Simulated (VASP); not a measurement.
A run of VASP 6.6.1 is set up as follows.

The input INCAR:

```
SYSTEM = Y2Be2N
PREC     = Accurate       ! precision mode
ENCUT    = 520            ! plane-wave cutoff, eV
EDIFF    = 1E-6           ! SCF threshold, eV
ISMEAR   = 0              ! smearing method
SIGMA    = 0.1            ! smearing width, eV
LREAL    = .False.        ! projectors in reciprocal space
LASPH    = .True.         ! aspherical terms in the spheres
NELM     = 100            ! most SCF steps
ALGO     = Normal         ! electronic algorithm
ISIF     = 2              ! what is computed and relaxed
LWAVE    = .False.        ! write WAVECAR
LCHARG   = .False.        ! write CHGCAR
GGA      = PE             ! functional
NBANDS   = 24             ! bands
```

Contents of KPOINTS:

```
regular mesh
0
Gamma
  6 6 6
  0 0 0
```

File POSCAR:

```
Y2Be2N
1.0
   -1.9120316000      2.5132690800      3.7967424500
    1.9120316000     -2.5132690800      3.7967424500
    1.9120316000      2.5132690800     -3.7967424500
Y Be N
2 2 1
Direct
    0.7025882100      0.2025882100      0.5000000000
    0.2974117900      0.7974117900      0.5000000000
    0.7097414700      0.5000000000      0.2097414700
    0.2902585300      0.5000000000      0.7902585300
    0.0000000000      0.0000000000      0.0000000000
```

Potentials or basis: VASP PAW PBE potentials, release 64 (Y_sv, Be, N).

Command:

```console
$ cat potpaw_PBE.64/Y_sv/POTCAR potpaw_PBE.64/Be/POTCAR potpaw_PBE.64/N/POTCAR > POTCAR
$ mpirun -np 1 vasp_std > vasp.out
```

Problem. Estimate the band gap on the k mesh.

Solution. Zero (an odd number of electrons rules out a gap without spin polarisation).

Problem. What does it give for the largest force?

Solution. 1.494 eV/Å.

Problem. Estimate the pressure.

Solution. 7.3 GPa.

Stress tensor (GPa, compression positive):
```
 1.63  0.00  0.00
 0.00  1.54  0.00
 0.00  0.00 18.67
```

Caveat: the stress differs along the axes, from 2 to 19 GPa; forces of over 1 eV/Å act on the atoms, so gaps and moduli don't describe the material at rest.
